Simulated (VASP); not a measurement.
# WC (Qusongite) (P-6m2) in VASP: notebook

Aim: see how the results for WC (Qusongite) move with the level of theory and the settings. Levels: LDA, PBE. Tasks: single point.

All numbers are computed with VASP 6.6.1; they aren't measurements. Logs are shortened: lines on timing, memory, paths and dates and some standing lists are left out, and cuts for length are marked.

**1. The cell of the first run**

Symmetry: P-6m2, No. 187, hexagonal system. The conventional cell has a = 2.926 Å, b = 2.926 Å, c = 2.855 Å, α = 90.00°, β = 90.00°, γ = 120.00°. Within 2.9 Å of W (site symmetry -6m2) lie 6 C at 2.21 Å and 2 W at 2.86 Å. Within 2.9 Å of C (site symmetry -6m2) lie 6 W at 2.21 Å and 2 C at 2.86 Å.

**2. Single point, LDA**

Input file INCAR:

```
SYSTEM = WC
PREC = Accurate
ENCUT = 520
EDIFF = 1E-6
ISMEAR = -1
SIGMA = 0.05
LREAL = .False.
LASPH = .True.
NELM = 80
ALGO = Normal
ISIF = 2
LWAVE = .False.
LCHARG = .False.
NBANDS = 16
```

Input file KPOINTS:

```
Automatic mesh
0
Gamma
  10 10 9
  0 0 0
```

Input file POSCAR:

```
WC
1.0
    2.9257489053      0.0000000000      0.0000000000
   -1.4628744527      2.5337728771      0.0000000000
    0.0000000000      0.0000000000      2.8553859779
W C
1 1
Direct
    0.0000000000      0.0000000000      0.0000000000
    0.6666666667      0.3333333333      0.5000000000
```

Potentials or basis: VASP PAW LDA potentials, release 64 (W_sv, C).

Command:

```console
> cat potpaw_LDA.64/W_sv/POTCAR potpaw_LDA.64/C/POTCAR > POTCAR
> mpirun -np 1 vasp_std > vasp.out
```

OUTCAR:

```text
SYSTEM = WC
   PREC = Accurate
   ENCUT = 520
   EDIFF = 1E-6
   ISMEAR = -1
   LREAL = .False.
   LASPH = .True.
   NELM = 80
   ISIF = 2

 ion  position               nearest neighbor table
   1  0.000  0.000  0.000-   2 2.21   2 2.21   2 2.21   2 2.21   2 2.21   2 2.21
   2  0.667  0.333  0.500-   1 2.21   1 2.21   1 2.21   1 2.21   1 2.21   1 2.21

  LATTYP: Found a hexagonal cell.
 ALAT       =     2.9257489053
 C/A-ratio  =     0.9759504559

  Lattice vectors:

 A1 = (   2.9257489053,   0.0000000000,   0.0000000000)
 A2 = (  -1.4628744527,   2.5337728771,   0.0000000000)
 A3 = (   0.0000000000,   0.0000000000,   2.8553859779)

Analysis of symmetry for initial positions (statically):
=====================================================================
 Subroutine PRICEL returns:
 Original cell was already a primitive cell.

 Routine SETGRP: Setting up the symmetry group for a
 hexagonal supercell.

 Subroutine GETGRP returns: Found 12 space group operations
 (whereof 12 operations were pure point group operations)
 out of a pool of 24 trial point group operations.

The static configuration has the point symmetry D_3h.

Analysis of symmetry for dynamics (positions and initial velocities):
=====================================================================
 Subroutine PRICEL returns:
 Original cell was already a primitive cell.

 Routine SETGRP: Setting up the symmetry group for a
 hexagonal supercell.

 Subroutine GETGRP returns: Found 12 space group operations
 (whereof 12 operations were pure point group operations)
 out of a pool of 24 trial point group operations.

The dynamic configuration has the point symmetry D_3h.

 Subroutine INISYM returns: Found 12 space group operations
 (whereof 12 operations are pure point group operations),
 and found     1 'primitive' translations

----------------------------------------------------------------------------------------

                                     Primitive cell

  volume of cell :      21.1675

  direct lattice vectors                    reciprocal lattice vectors
     2.925748905  0.000000000  0.000000000     0.341792831  0.197334183  0.000000000
    -1.462874453  2.533772877  0.000000000     0.000000000  0.394668366  0.000000000
     0.000000000  0.000000000  2.855385978     0.000000000  0.000000000  0.350215350

  length of vectors
     2.925748905  2.925748905  2.855385978     0.394668366  0.394668366  0.350215350

  position of ions in fractional coordinates (direct lattice)
     0.000000000  0.000000000  0.000000000
     0.666666667  0.333333333  0.500000000

[... 66 lines left out ...]
 SYSTEM =  WC
   PREC   = accura    normal or accurate (medium, high low for compatibility)
   ISTART =      0    job   : 0-new  1-cont  2-samecut
   ICHARG =      2    charge: 1-file 2-atom 10-const
   ISPIN  =      1    spin polarized calculation?
   LNONCOLLINEAR =      F non collinear calculations
   LSORBIT =      F    spin-orbit coupling
   LASPH  =      T    aspherical Exc in radial PAW
   ENCUT  =  520.0 eV  38.22 Ry    6.18 a.u.   5.44  5.44  5.31*2*pi/ulx,y,z
   NELM   =     80;   NELMIN=  2; NELMDL= -5     # of ELM steps
   EDIFF  = 0.1E-05   stopping-criterion for ELM
   LREAL  =      F    real-space projection
   EDIFFG = 0.1E-04   stopping-criterion for IOM
   NSW    =      0    number of steps for IOM
   IBRION =     -1    ionic relax: 0-MD 1-quasi-New 2-CG
   NFREE  =      0    steps in history (QN), initial steepest desc. (CG)
   ISIF   =      2    stress and relaxation
   ISYM   =      2    0-nonsym 1-usesym 2-fastsym
   POTIM  = 0.5000    time-step for ionic-motion
   TEBEG  =    0.0;   TEEND  =   0.0 temperature during run
   PSTRESS=    0.0 pullay stress
   NELECT =      18.0000    total number of electrons
   NUPDOWN=      -1.0000    fix difference up-down
   EMIN   =  10.00;   EMAX   =-10.00  energy-range for DOS
[... 5 lines left out ...]
     AMIX     =   0.40;   BMIX     =  1.00
     AMIX_MAG =   1.60;   BMIX_MAG =  1.00
  volume/ion in A,a.u.               =      10.58        71.42
  Fermi-wavevector in a.u.,A,eV,Ry     =   1.550991  2.930947 32.729789  2.405572
  Thomas-Fermi vector in A             =   2.655574
   LORBIT       =      0    0 simple, 1 ext, 2 COOP (PROOUT), +10 PAW based schemes
   GGA     = CA    functional components
   LHFCALC =     F    Hartree Fock is set to
   AEXX    =    0.0000 exact exchange contribution
   IVDW    =     0    specifies the selected vdW correction
   LEPSILON=     F    determine dielectric tensor
   LRPA    =     F    only Hartree local field effects (RPA)
 non-spin polarized calculation
  energy-cutoff  :      520.00
  volume of cell :       21.17
 maximum number of plane-waves:       599
 NGX is ok and might be reduce to    24
   NGX = 11   NGY = 11   NGZ = 11

 number of electron      18.0000000 magnetization

 Free energy of the ion-electron system (eV)
  ---------------------------------------------------
  ext. energy  EPLUGINS =         0.00000000
  ---------------------------------------------------
  free energy    TOTEN  =       -24.66803548 eV

  energy without entropy =      -24.66622299  energy(sigma->0) =      -24.66712923

 E-fermi :  10.6837     XC(G=0): -13.8708

 val. band max:       10.6822440412   @ k =   0.1000   0.0000   0.3333
 cond. band min:      10.7410488264   @ k =   0.4000   0.2000   0.0000
 fundamental gap:      0.0588047852
 Fermi energy:        10.6837474964

 k-point     1 :       0.0000    0.0000    0.0000
  band No.  band energies     occupation
      1     -62.8793      2.00000
      2     -27.1271      2.00000
      3     -27.0221      2.00000
      4     -27.0221      2.00000
      5      -3.4303      2.00000
      6       6.4889      2.00000
[... 433 lines left out ...]
      3     -27.2374      2.00000
      4     -27.1009      2.00000
      5      -0.0342      2.00000
      6       3.9623      2.00000
[... 8 lines left out ...]
     15      23.8206      0.00000
     16      27.8817      0.00000

 [... further k-points ...]
[... 5 lines left out ...]
  --------------------------------------------------------------------------------------
  -------------------------------------------------------------------------------------
  Total       -1.8059859     -1.8059859     -2.2423829      0.0000000      0.0000000      0.0000000
  in kB     -136.6958693   -136.6958693   -169.7269484      0.0000000      0.0000000      0.0000000
  external PRESSURE =    -147.7062290 kB  Pullay stress =       0.0000000 kB

 VOLUME and BASIS-vectors are now :
 -----------------------------------------------------------------------------
  energy-cutoff  :      520.00
  volume of cell :       21.17
      direct lattice vectors                 reciprocal lattice vectors
     2.925748905  0.000000000  0.000000000     0.341792831  0.197334183  0.000000000
    -1.462874453  2.533772877  0.000000000     0.000000000  0.394668366  0.000000000
     0.000000000  0.000000000  2.855385978     0.000000000  0.000000000  0.350215350

 POSITION                                       TOTAL-FORCE (eV/Angst)
 -----------------------------------------------------------------------------------
      0.00000      0.00000      0.00000        -0.000000      0.000000      0.000000
      1.46287      0.84459      1.42769         0.000000     -0.000000      0.000000
 -----------------------------------------------------------------------------------
    total drift:                                0.000000     -0.000000      0.000000

  FREE ENERGIE OF THE ION-ELECTRON SYSTEM (eV)
  ---------------------------------------------------
  free  energy   TOTEN  =       -24.6680354763 eV

  energy  without entropy=      -24.6662229903  energy(sigma->0) =      -24.66712923
```

stdout:

```text
POSCAR found type information on POSCAR W C
 POSCAR found :  2 types and       2 ions
 scaLAPACK will be used
 LDA part: xc-table for (Slater(with rela. corr.)+CA(PZ))
 , standard interpolation
 POSCAR, INCAR and KPOINTS ok, starting setup
 FFT: planning ... GRIDC
 FFT: planning ... GRID_SOFT
 FFT: planning ... GRID
 WAVECAR not read
 entering main loop
```

It took 14 s on 1 thread of Intel Xeon Platinum 8259CL at 2.50GHz (Skylake/Cascade Lake), shared host; peak memory 0.14 GiB.

Results:

```yaml
Free_energy: -24.6680 eV
Pressure: -14.8 GPa
Band_gap_on_the_k_mesh: zero (band 9 reaches 11.34 eV, above the bottom of band 10 at 10.15 eV)
```

Stress tensor (GPa, compression positive):
```
-13.67   0.00   0.00
  0.00 -13.67   0.00
  0.00   0.00 -16.97
```

Levels at points of the mesh, in eV from the Fermi level:
```
           k point  band 5  band 6  band 7  band 8  band 9  band 10  band 11  band 12  band 13  band 14
(0.00, 0.00, 0.00)  -14.11   -4.19   -3.24   -3.24    0.13     3.10     3.10     5.50     5.50     6.39
(0.50, 0.00, 0.00)  -10.81   -6.86   -3.53   -3.47   -0.41     2.25     4.39     4.75     6.71     9.63
```

Caveat: spin-orbit coupling is left out, which moves the levels of the heavy elements.

**3. Single point, PBE**

This run uses another cell than the first one, of 10.38 Å³/atom, 0.980 times its volume.

Input file INCAR:

```
ALGO     = Normal         # electronic algorithm
EDIFF    = 1E-6           # SCF threshold, eV
ENCUT    = 520            # plane-wave cutoff, eV
GGA      = PE             # functional
ISIF     = 2              # what is computed and relaxed
ISMEAR   = -1             # smearing method
LASPH    = T              # aspherical terms in the spheres
LCHARG   = T              # write CHGCAR
LELF     = T              # ELF
LREAL    = F              # projectors in reciprocal space
LVHAR    = T            
LWAVE    = F              # write WAVECAR
NBANDS   = 16             # bands
NELM     = 100            # most SCF steps
PREC     = Accurate       # precision mode
SIGMA    = 0.05           # smearing width, eV
```

Input file KPOINTS:

```
k-points
0
Gamma
  10 10 9
```

Input file POSCAR:

```
WC
1.0
    2.9065000000      0.0000000000      0.0000000000
   -1.4532500000      2.5171028361      0.0000000000
    0.0000000000      0.0000000000      2.8366000000
W C
1 1
Direct
    0.0000000000      0.0000000000      0.0000000000
    0.6666666667      0.3333333333      0.5000000000
```

Potentials or basis: VASP PAW PBE potentials, release 64 (W_sv, C).

Command:

```console
> cat potpaw_PBE.64/W_sv/POTCAR potpaw_PBE.64/C/POTCAR > POTCAR
> mpirun -np 1 vasp_std > vasp.out
```

It took 21 s on 1 thread of Intel Xeon Platinum 8259CL at 2.50GHz (Skylake/Cascade Lake), shared host; peak memory 0.15 GiB.

It converged, with:

| Property | Result |
| --- | --- |
| Free energy | -22.4465 eV |
| Pressure | 6.7 GPa |
| Band gap on the k mesh | zero (band 9 reaches 11.73 eV, above the bottom of band 10 at 10.54 eV) |

Stress tensor (GPa, compression positive):
```
6.92 0.00 0.00
0.00 6.92 0.00
0.00 0.00 6.37
```

Levels at points of the mesh, in eV from the Fermi level:
| k point | band 7 | band 8 | band 9 | band 10 | band 11 | band 12 |
| --- | --- | --- | --- | --- | --- | --- |
| (0.00, 0.00, 0.00) | -3.33 | -3.33 | 0.09 | 3.24 | 3.24 | 5.62 |
| (0.50, 0.00, 0.00) | -3.62 | -3.57 | -0.47 | 2.35 | 4.54 | 4.89 |

Caveat: spin-orbit coupling is left out, which moves the levels of the heavy elements.

**4. Single point, LDA**

This run uses another cell than the first one, of 10.79 Å³/atom, 1.020 times its volume.

Input file INCAR:

```
SYSTEM = WC
ALGO = Normal
EDIFF = 1E-6
ENCUT = 520
ISIF = 2
ISMEAR = -1
LASPH = .TRUE.
LCHARG = .TRUE.
LELF = .TRUE.
LREAL = .FALSE.
LVHAR = .TRUE.
LWAVE = .FALSE.
NBANDS = 16
NELM = 60
PREC = Accurate
SIGMA = 0.05
```

Input file KPOINTS:

```
k-points
0
G
  10 10 9
  0 0 0
```

Input file POSCAR:

```
WC
1.0
    2.9447478072      0.0000000000      0.0000000000
   -1.4723739036      2.5502264088      0.0000000000
    0.0000000000      0.0000000000      2.8739279649
W C
1 1
Direct
    0.0000000000      0.0000000000      0.0000000000
    0.6666666667      0.3333333333      0.5000000000
```

Potentials or basis: VASP PAW LDA potentials, release 64 (W_sv, C).

Command:

```console
> cat potpaw_LDA.64/W_sv/POTCAR potpaw_LDA.64/C/POTCAR > POTCAR
> mpirun -np 1 vasp_std > vasp.out
```

It took 18 s on 1 thread of Intel Xeon Platinum 8259CL at 2.50GHz (Skylake/Cascade Lake), shared host; peak memory 0.14 GiB.

Results (log left out):

| Quantity | Value |
| --- | --- |
| Free energy | -24.6213 eV |
| Pressure | -21.5 GPa |
| Band gap on the k mesh | zero (band 9 reaches 11.06 eV, above the bottom of band 10 at 9.89 eV) |

Stress tensor (GPa, compression positive):
```
-20.01   0.00   0.00
  0.00 -20.01   0.00
  0.00   0.00 -24.41
```

Levels at points of the mesh, in eV from the Fermi level:
| k point | band 7 | band 8 | band 9 | band 10 | band 11 | band 12 |
| --- | --- | --- | --- | --- | --- | --- |
| (0.00, 0.00, 0.00) | -3.17 | -3.17 | 0.12 | 3.01 | 3.01 | 5.39 |
| (0.50, 0.00, 0.00) | -3.45 | -3.38 | -0.41 | 2.18 | 4.27 | 4.61 |

Caveat: spin-orbit coupling is left out, which moves the levels of the heavy elements.

**5. Single point, LDA**

This run uses another cell than the first one, of 11.00 Å³/atom, 1.039 times its volume.

Input file INCAR:

```
PREC = Accurate ; ENCUT = 520
EDIFF = 1E-7 ; ISMEAR = -1
SIGMA = 0.05 ; LREAL = False
LASPH = True ; NELM = 80
ALGO = Normal ; ISIF = 2
LWAVE = False ; LCHARG = False
GGA = CA ; NBANDS = 16
```

Input file KPOINTS:

```
regular mesh
0
Gamma
  10 10 9
```

Input file POSCAR:

```
WC
1.0
    2.9635046684      0.0000000000      0.0000000000
   -1.4817523342      2.5664703270      0.0000000000
    0.0000000000      0.0000000000      2.8922337321
W C
1 1
Direct
    0.0000000000      0.0000000000      0.0000000000
    0.6666666667      0.3333333333      0.5000000000
```

Command:

```console
> cat potpaw_LDA.64/W_sv/POTCAR potpaw_LDA.64/C/POTCAR > POTCAR
> mpirun -np 1 vasp_std > vasp.out
```

It took 14 s on 1 thread of Intel Xeon Platinum 8259CL at 2.50GHz (Skylake/Cascade Lake), shared host; peak memory 0.14 GiB.

The run converged. Its results:

```
Free energy            : -24.5580 eV
Pressure               : -27.5 GPa
Band gap on the k mesh : zero (band 9 reaches 10.78 eV, above the bottom of band 10 at 9.64 eV)
```

Stress tensor (GPa, compression positive):
```
-25.68   0.00   0.00
  0.00 -25.68   0.00
  0.00   0.00 -31.07
```

Levels at points of the mesh, in eV from the Fermi level:
| k point | band 6 | band 7 | band 8 | band 9 | band 10 | band 11 | band 12 | band 13 |
| --- | --- | --- | --- | --- | --- | --- | --- | --- |
| (0.00, 0.00, 0.00) | -4.00 | -3.10 | -3.10 | 0.11 | 2.92 | 2.92 | 5.29 | 5.29 |
| (0.50, 0.00, 0.00) | -6.69 | -3.38 | -3.30 | -0.40 | 2.12 | 4.16 | 4.49 | 6.47 |

Caveat: spin-orbit coupling is left out, which moves the levels of the heavy elements.

**6. Summary**

```csv
level,potentials or basis,cell,gap on the mesh (eV),pressure (GPa)
LDA,"VASP PAW LDA potentials, release 64 (W_sv, C)","a = 2.926, b = 2.926, c = 2.855 Å, angles 90.0, 90.0, 120.0°, 2 atoms",none,-14.8
PBE,"VASP PAW PBE potentials, release 64 (W_sv, C)","a = 2.906, b = 2.907, c = 2.837 Å, angles 90.0, 90.0, 120.0°, 2 atoms",none,6.7
LDA,"VASP PAW LDA potentials, release 64 (W_sv, C)","a = 2.945, b = 2.945, c = 2.874 Å, angles 90.0, 90.0, 120.0°, 2 atoms",none,-21.5
LDA,"VASP PAW LDA potentials, release 64 (W_sv, C)","a = 2.964, b = 2.964, c = 2.892 Å, angles 90.0, 90.0, 120.0°, 2 atoms",none,-27.5
```

Alike in all rows: task single point; no spin polarisation; k mesh 10 × 10 × 9; cutoff (eV) 520; smearing fermi-dirac 0.05 eV.

Caveats: spin-orbit coupling is left out, which moves the levels of the heavy elements.

Absolute energies hang on the potentials; compare differences alone.
